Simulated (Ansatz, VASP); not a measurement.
**One calculation of Si2Ni, two programs**

```
CELL_PARAMETERS angstrom
0.00000 -2.72341 -2.72341
-2.72341 0.00000 -2.72341
2.72341 2.72341 -5.44683
ATOMIC_POSITIONS crystal
Si 0.10513 0.10513 0.63162
Si 0.64487 0.64487 0.11838
Si 0.39487 0.39487 0.86838
Si 0.85513 0.85513 0.38162
Ni 0.51179 0.51179 0.50066
Ni 0.98821 0.98821 0.99934
```

Change from the starting cell: mode 15 (332.4 1/cm) frozen in, largest displacement +0.125 Å.

Alike in both runs: task single point; functional PBE; k mesh 12 × 12 × 14; occupations gaussian, width 0.15 eV; no spin polarisation.

```csv
,VASP,Ansatz
version,VASP 6.6.1,Ansatz 0.2.0
potentials or method,"VASP PAW PBE potentials, release 64 (Si, Ni), cutoff 520 eV","scalar-relativistic, plane waves, PAW"
valence electrons in the cell,36,52
```

```tsv
	VASP	Ansatz	Ansatz less VASP
gap on the k mesh at the Fermi level (eV)	none	none	-
pressure (GPa)	3.2	3.2	+0.01
traceless stress, the component that is largest in VASP (GPa)	2.00	2.01	+0.004
rms of the force components (eV/Å)	1.005	1.002	-0.0029
```

Atom by atom the forces differ by 0.003 eV/Å (rms over components). A gap of «none» marks a metal or a gap that the smearing closes. VASP's potentials hold 36 valence electrons a cell and Ansatz's 52, so a difference there can come from the potentials and not from the codes.
